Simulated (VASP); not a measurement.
# Sb in VASP: a series of runs

Runs on Sb. Level: PBE. Tasks: single point.

Program: VASP 6.6.1. These are calculated values, not measurements. Logs are shortened: lines on timing, memory, paths and dates and some standing lists are left out, and cuts for length are marked.

**1. The cell of the first run**

Symmetry: Fm-3m, No. 225, cubic system. Conventional cell: a = 4.648 Å, b = 4.648 Å, c = 4.648 Å, α = 90.00°, β = 90.00°, γ = 90.00°. Within 4.3 Å of Sb (site symmetry m-3m) lie 12 Sb at 3.29 Å.

**2. Single point, PBE (volume scaled by 1.025)**

INCAR

```
SYSTEM = Sb
ALGO     = Normal         ! electronic algorithm
EDIFF    = 1E-7           ! SCF threshold, eV
ENCUT    = 520            ! plane-wave cutoff, eV
GGA      = PE             ! functional
ISIF     = 2              ! what is computed and relaxed
ISMEAR   = -1             ! smearing method
LASPH    = .TRUE.         ! aspherical terms in the spheres
LCHARG   = .FALSE.        ! write CHGCAR
LREAL    = .FALSE.        ! projectors in reciprocal space
LWAVE    = .FALSE.        ! write WAVECAR
NBANDS   = 8              ! bands
NELM     = 80             ! most SCF steps
PREC     = Accurate       ! precision mode
SIGMA    = 0.05           ! smearing width, eV
```

KPOINTS

```
k-points
0
G
  12 12 12
  0 0 0
```

POSCAR

```
Sb
1.0
    0.0000000000      2.3240504507      2.3240504507
    2.3240504507      0.0000000000      2.3240504507
    2.3240504507      2.3240504507      0.0000000000
Sb
1
Direct
    0.0000000000      0.0000000000      0.0000000000
```

Potentials or basis: VASP PAW PBE potentials, release 64 (Sb).

Started as:

```
$ cat potpaw_PBE.64/Sb/POTCAR > POTCAR
$ mpirun -np 1 vasp_std > vasp.out
```

OUTCAR:

```text
SYSTEM = Sb
   EDIFF = 1E-7
   ENCUT = 520
   GGA = PE
   ISIF = 2
   ISMEAR = -1
   LASPH = .TRUE.
   LREAL = .FALSE.
   NELM = 80
   PREC = Accurate

 ion  position               nearest neighbor table
   1  0.000  0.000  0.000-

  LATTYP: Found a face centered cubic cell.
 ALAT       =     4.6481009014

  Lattice vectors:

 A1 = (   0.0000000000,   2.3240504507,   2.3240504507)
 A2 = (   2.3240504507,   0.0000000000,   2.3240504507)
 A3 = (   2.3240504507,   2.3240504507,   0.0000000000)

Analysis of symmetry for initial positions (statically):
=====================================================================
 Subroutine PRICEL returns:
 Original cell was already a primitive cell.

 Routine SETGRP: Setting up the symmetry group for a
 face centered cubic supercell.

 Subroutine GETGRP returns: Found 48 space group operations
 (whereof 48 operations were pure point group operations)
 out of a pool of 48 trial point group operations.

The static configuration has the point symmetry O_h .

Analysis of symmetry for dynamics (positions and initial velocities):
=====================================================================
 Subroutine PRICEL returns:
 Original cell was already a primitive cell.

 Routine SETGRP: Setting up the symmetry group for a
 face centered cubic supercell.

 Subroutine GETGRP returns: Found 48 space group operations
 (whereof 48 operations were pure point group operations)
 out of a pool of 48 trial point group operations.

The dynamic configuration has the point symmetry O_h .

 Subroutine INISYM returns: Found 48 space group operations
 (whereof 48 operations are pure point group operations),
 and found     1 'primitive' translations

----------------------------------------------------------------------------------------

                                     Primitive cell

  volume of cell :      25.1054

  direct lattice vectors                    reciprocal lattice vectors
     0.000000000  2.324050451  2.324050451    -0.215141629  0.215141629  0.215141629
     2.324050451  0.000000000  2.324050451     0.215141629 -0.215141629  0.215141629
     2.324050451  2.324050451  0.000000000     0.215141629  0.215141629 -0.215141629

  length of vectors
     3.286703667  3.286703667  3.286703667     0.372636232  0.372636232  0.372636232

  position of ions in fractional coordinates (direct lattice)
     0.000000000  0.000000000  0.000000000

  ion indices of the primitive-cell ions
   primitive index   ion index
                 1           1

----------------------------------------------------------------------------------------

 KPOINTS: k-points

Automatic generation of k-mesh.
 Grid dimensions read from file:
 generate k-points for:   12   12   12

 Generating k-lattice:

  Cartesian coordinates                     Fractional coordinates (reciprocal lattice)
    -0.017928469  0.017928469  0.017928469     0.083333333  0.000000000  0.000000000
     0.017928469 -0.017928469  0.017928469     0.000000000  0.083333333  0.000000000
     0.017928469  0.017928469 -0.017928469     0.000000000  0.000000000  0.083333333

  Length of vectors
     0.031053019  0.031053019  0.031053019

  Shift w.r.t. Gamma in fractional coordinates (k-lattice)
     0.000000000  0.000000000  0.000000000

 Subroutine IBZKPT returns following result:
 ===========================================

 Found     72 irreducible k-points:

 Following reciprocal coordinates:
            Coordinates               Weight
  0.000000  0.000000  0.000000      1.000000
  0.083333  0.000000  0.000000      8.000000
  0.166667  0.000000  0.000000      8.000000
  0.250000  0.000000  0.000000      8.000000
  0.333333  0.000000  0.000000      8.000000
  0.416667  0.000000  0.000000      8.000000
[... 16 lines left out ...]
  0.500000  0.166667  0.000000     24.000000
 -0.416667  0.166667  0.000000     24.000000
 [... further k-points ...]
   k-points           NKPTS =     72   k-points in BZ     NKDIM =     72   number of bands    NBANDS=      8
   number of dos      NEDOS =    301   number of ions     NIONS =      1
   total plane-waves  NPLWV =  13824
   dimension x,y,z NGX =    24 NGY =   24 NGZ =   24
   dimension x,y,z NGXF=    48 NGYF=   48 NGZF=   48
   ions per type =               1
   NGX,Y,Z   is equivalent  to a cutoff of  12.14, 12.14, 12.14 a.u.
   NGXF,Y,Z  is equivalent  to a cutoff of  24.28, 24.28, 24.28 a.u.
 SYSTEM =  Sb
   PREC   = accura    normal or accurate (medium, high low for compatibility)
   ISTART =      0    job   : 0-new  1-cont  2-samecut
   ICHARG =      2    charge: 1-file 2-atom 10-const
   ISPIN  =      1    spin polarized calculation?
   LNONCOLLINEAR =      F non collinear calculations
   LSORBIT =      F    spin-orbit coupling
   LASPH  =      T    aspherical Exc in radial PAW
   ENCUT  =  520.0 eV  38.22 Ry    6.18 a.u.   6.11  6.11  6.11*2*pi/ulx,y,z
   NELM   =     80;   NELMIN=  2; NELMDL= -5     # of ELM steps
   EDIFF  = 0.1E-06   stopping-criterion for ELM
   LREAL  =      F    real-space projection
   EDIFFG = 0.1E-05   stopping-criterion for IOM
   NSW    =      0    number of steps for IOM
   IBRION =     -1    ionic relax: 0-MD 1-quasi-New 2-CG
   NFREE  =      0    steps in history (QN), initial steepest desc. (CG)
   ISIF   =      2    stress and relaxation
   ISYM   =      2    0-nonsym 1-usesym 2-fastsym
   POTIM  = 0.5000    time-step for ionic-motion
   TEBEG  =    0.0;   TEEND  =   0.0 temperature during run
   PSTRESS=    0.0 pullay stress
   NELECT =       5.0000    total number of electrons
   NUPDOWN=      -1.0000    fix difference up-down
   EMIN   =  10.00;   EMAX   =-10.00  energy-range for DOS
   EFERMI =   0.00;   METHOD = LEGACY
   ISMEAR =    -1;   SIGMA  =   0.05  broadening in eV -4-tet -1-fermi 0-gaus
   EFERMI_NEDOS =   21; number of points for ismear=-14 and -15
   IALGO  =     38    algorithm
   IMIX   =      4    mixing-type and parameters
     AMIX     =   0.40;   BMIX     =  1.00
     AMIX_MAG =   1.60;   BMIX_MAG =  1.00
  volume/ion in A,a.u.               =      25.11       169.42
  Fermi-wavevector in a.u.,A,eV,Ry     =   0.956040  1.806653 12.435888  0.914012
  Thomas-Fermi vector in A             =   2.084932
   LORBIT       =      0    0 simple, 1 ext, 2 COOP (PROOUT), +10 PAW based schemes
   GGA     = PE    functional components
   LHFCALC =     F    Hartree Fock is set to
   AEXX    =    0.0000 exact exchange contribution
   IVDW    =     0    specifies the selected vdW correction
   LEPSILON=     F    determine dielectric tensor
   LRPA    =     F    only Hartree local field effects (RPA)
 non-spin polarized calculation
  energy-cutoff  :      520.00
  volume of cell :       25.11
 maximum number of plane-waves:       692
   NGX = 13   NGY = 13   NGZ = 13

 number of electron       5.0000000 magnetization

 Free energy of the ion-electron system (eV)
  ---------------------------------------------------
  ext. energy  EPLUGINS =         0.00000000
  ---------------------------------------------------
  free energy    TOTEN  =        -3.77864936 eV

  energy without entropy =       -3.77160978  energy(sigma->0) =       -3.77512957

 E-fermi :   9.5220     XC(G=0): -10.5430

 val. band max:        9.4626948476   @ k =   0.5000   0.4167   0.0833
 cond. band min:       9.5228514497   @ k =  -0.1667   0.1667   0.0000
 fundamental gap:      0.0601566021
 Fermi energy:         9.5219521878

 k-point     1 :       0.0000    0.0000    0.0000
  band No.  band energies     occupation
      1      -4.0272      2.00000
      2      15.3218      0.00000
      3      15.3218      0.00000
      4      15.3218      0.00000
      5      19.6556      0.00000
      6      19.6556      0.00000
      7      19.6556      0.00000
      8      19.6983      0.00000

 k-point     2 :       0.0833    0.0000    0.0000
  band No.  band energies     occupation
      1      -3.8803      2.00000
      2      13.9277      0.00000
      3      15.1133      0.00000
      4      15.1133      0.00000
      5      18.6427      0.00000
      6      19.9870      0.00000
      7      19.9870      0.00000
      8      21.6283      0.00000

 k-point     3 :       0.1667    0.0000    0.0000
  band No.  band energies     occupation
      1      -3.4411      2.00000
      2      11.3338      0.00000
      3      14.6527      0.00000
      4      14.6527      0.00000
      5      18.2007      0.00000
      6      20.5428      0.00000
      7      20.5428      0.00000
      8      22.1820      0.00000

 k-point     4 :       0.2500    0.0000    0.0000
  band No.  band energies     occupation
      1      -2.7166      2.00000
      2       8.6777      2.00000
      3      14.1691      0.00000
      4      14.1691      0.00000
      5      17.9626      0.00000
      6      20.1024      0.00000
      7      20.1024      0.00000
      8      21.2898      0.00000

 k-point     5 :       0.3333    0.0000    0.0000
  band No.  band energies     occupation
      1      -1.7312      2.00000
      2       6.2413      2.00000
      3      13.7794      0.00000
      4      13.7794      0.00000
      5      17.9034      0.00000
      6      19.3869      0.00000
      7      19.3869      0.00000
      8      20.2288      0.00000
[... 177 lines left out ...]
 k-point    22 :       0.4167    0.1667    0.0000
  band No.  band energies     occupation
      1      -0.8512      2.00000
      2       5.9458      2.00000
      3      11.2231      0.00000
      4      11.9442      0.00000
      5      15.9469      0.00000
      6      20.1681      0.00000
      7      21.5047      0.00000
      8      22.3391      0.00000

 k-point    23 :       0.5000    0.1667    0.0000
  band No.  band energies     occupation
      1       0.2441      2.00000
      2       4.1960      2.00000
      3      10.5181      0.00000
      4      12.1078      0.00000
      5      15.9778      0.00000
      6      20.8431      0.00000
      7      20.8834      0.00000
      8      23.1682      0.00000

 k-point    24 :      -0.4167    0.1667    0.0000
  band No.  band energies     occupation
      1       0.4910      2.00000
      2       3.8635      2.00000
      3      10.0296      0.00008
      4      12.5427      0.00000
      5      16.3116      0.00000
      6      20.3989      0.00000
      7      20.6672      0.00000
      8      23.7836      0.00000

 [... further k-points ...]
[... 5 lines left out ...]
  --------------------------------------------------------------------------------------
  -------------------------------------------------------------------------------------
  Total        1.0034163      1.0034163      1.0034163     -0.0000000     -0.0000000     -0.0000000
  in kB       64.0361286     64.0361286     64.0361286     -0.0000000     -0.0000000     -0.0000000
  external PRESSURE =      64.0361286 kB  Pullay stress =       0.0000000 kB

 VOLUME and BASIS-vectors are now :
 -----------------------------------------------------------------------------
  energy-cutoff  :      520.00
  volume of cell :       25.11
      direct lattice vectors                 reciprocal lattice vectors
     0.000000000  2.324050451  2.324050451    -0.215141629  0.215141629  0.215141629
     2.324050451  0.000000000  2.324050451     0.215141629 -0.215141629  0.215141629
     2.324050451  2.324050451  0.000000000     0.215141629  0.215141629 -0.215141629

 POSITION                                       TOTAL-FORCE (eV/Angst)
 -----------------------------------------------------------------------------------
      0.00000      0.00000      0.00000         0.000000      0.000000      0.000000
 -----------------------------------------------------------------------------------
    total drift:                                0.000000      0.000000      0.000000

  FREE ENERGIE OF THE ION-ELECTRON SYSTEM (eV)
  ---------------------------------------------------
  free  energy   TOTEN  =        -3.7786493578 eV

  energy  without entropy=       -3.7716097806  energy(sigma->0) =       -3.77512957
```

Run time: 5.7 s. Hardware: 1 thread of Intel Xeon Platinum 8488C (Sapphire Rapids), shared host; peak memory 0.14 GiB.

Results:

```
Free energy : -3.7786 eV
Pressure    : 6.4 GPa
```

Levels at points of the mesh, in eV from the Fermi level:
| k point | band 1 | band 2 | band 3 | band 4 | band 5 | band 6 | band 7 |
| --- | --- | --- | --- | --- | --- | --- | --- |
| (0.00, 0.00, 0.00) | -13.55 | 5.80 | 5.80 | 5.80 | 10.13 | 10.13 | 10.13 |
| (0.50, 0.00, 0.00) | -9.39 | -6.33 | 3.93 | 3.93 | 8.59 | 9.22 | 9.22 |
| (0.50, 0.50, 0.00) | -7.56 | -5.37 | 0.34 | 0.34 | 4.16 | 4.52 | 17.92 |

Caveat: spin-orbit coupling is left out, which moves the levels of the heavy elements.

**3. Single point, PBE (zz strain of -3 %)**

INCAR

```
ALGO = Normal
EDIFF = 1E-6
ENCUT = 520
GGA = PE
ISIF = 2
ISMEAR = -1
LASPH = T
LCHARG = F
LREAL = F
LWAVE = F
NBANDS = 8
NELM = 80
PREC = Accurate
SIGMA = 0.05
```

KPOINTS

```
k-points
0
Gamma
  12 12 12
```

POSCAR

```
Sb
1.0
    0.0000000000      2.3050000000      2.2358500000
    2.3050000000      0.0000000000      2.2358500000
    2.3050000000      2.3050000000      0.0000000000
Sb
1
Direct
    0.0000000000      0.0000000000      0.0000000000
```

Potentials or basis: VASP PAW PBE potentials, release 64 (Sb).

Started as:

```
$ cat potpaw_PBE.64/Sb/POTCAR > POTCAR
$ mpirun -np 1 vasp_std > vasp.out
```

It took 8.3 s on 1 thread of Intel Xeon Platinum 8488C (Sapphire Rapids), shared host; peak memory 0.16 GiB.

The run converged. Its results:

```yaml
Free_energy: -3.7036 eV
Pressure: 11.8 GPa
```

Stress tensor (GPa, compression positive):
```
11.89  0.00  0.00
 0.00 11.89  0.00
 0.00  0.00 11.74
```

Levels at points of the mesh, in eV from the Fermi level:
```
           k point  band 1  band 2  band 3  band 4  band 5  band 6
(0.00, 0.00, 0.00)  -14.05    6.20    6.24    6.24   10.14   10.25
(0.50, 0.00, 0.00)   -9.55   -6.74    3.92    4.45    8.80    9.10
(0.50, 0.50, 0.00)   -7.23   -5.52    0.05    0.05    3.91    4.28
(0.50, 0.00, 0.50)   -7.70   -5.80    0.36    0.60    4.38    4.60
```

Caveat: the cell differs from its parent crystal (zz strain of -3 %); spin-orbit coupling is left out, which moves the levels of the heavy elements.
